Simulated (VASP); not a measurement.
Write the native input for VASP 6.6.1 that does the following.

| Item | Value |
| --- | --- |
| Task | single point |
| Functional | LDA |
| Potentials or basis | VASP PAW LDA potentials, release 64 (Si) |
| Cutoff | 520 eV |
| k mesh | 10 × 10 × 10 |
| Occupations | gaussian, width 0.03 eV |
| Spin | no spin polarisation |
| Dipole correction | no |
| Further INCAR settings | ALGO = Normal; EDIFF = 1e-06; NBANDS = 16 |

The structure of Si lies in POSCAR:

```
Si
1.0
   -3.3010168807      3.3010168807      1.9082539665
    3.3010168807     -3.3010168807      1.9082539665
    3.3010168807      3.3010168807     -1.9082539665
Si
4
Direct
    0.1540361511      0.1631242597      0.3486027666
    0.8277876316      0.8368757403      0.6332210162
    0.1879335462      0.8211545624      0.0090881086
    0.8302426710      0.1788454376      0.0090881086
```

This cell differs from its parent crystal: atoms displaced along several vibrational modes.

The input as run:

INCAR

```
SYSTEM = Si
PREC = Accurate
ENCUT = 520
EDIFF = 1E-6
ISMEAR = 0
SIGMA = 0.03
LREAL = .False.
LASPH = .True.
NELM = 100
ALGO = Normal
ISIF = 2
LWAVE = .False.
LCHARG = .False.
NBANDS = 16
```

KPOINTS

```
Automatic mesh
0
Gamma
  10 10 10
  0 0 0
```

Potentials or basis: VASP PAW LDA potentials, release 64 (Si).

Launch:

```bash
$ cat potpaw_LDA.64/Si/POTCAR > POTCAR
$ mpirun -np 1 vasp_std > vasp.out
```

It gave:

- Pressure: 0.9 GPa
- Largest force: 1.859 eV/Å
- Band gap on the k mesh: zero (bands 8 and 9 overlap by 0.02 eV)

Caveat: the cell differs from its parent crystal (atoms displaced along several vibrational modes); semilocal functionals underestimate gaps, and a narrow one can read as zero; forces of over 1 eV/Å act on the atoms, so gaps and moduli don't describe the material at rest.

It took 5 min on 1 thread of AMD EPYC 9R45 96-Core Processor (Zen 5) (shared host), peak memory 0.52 GiB.
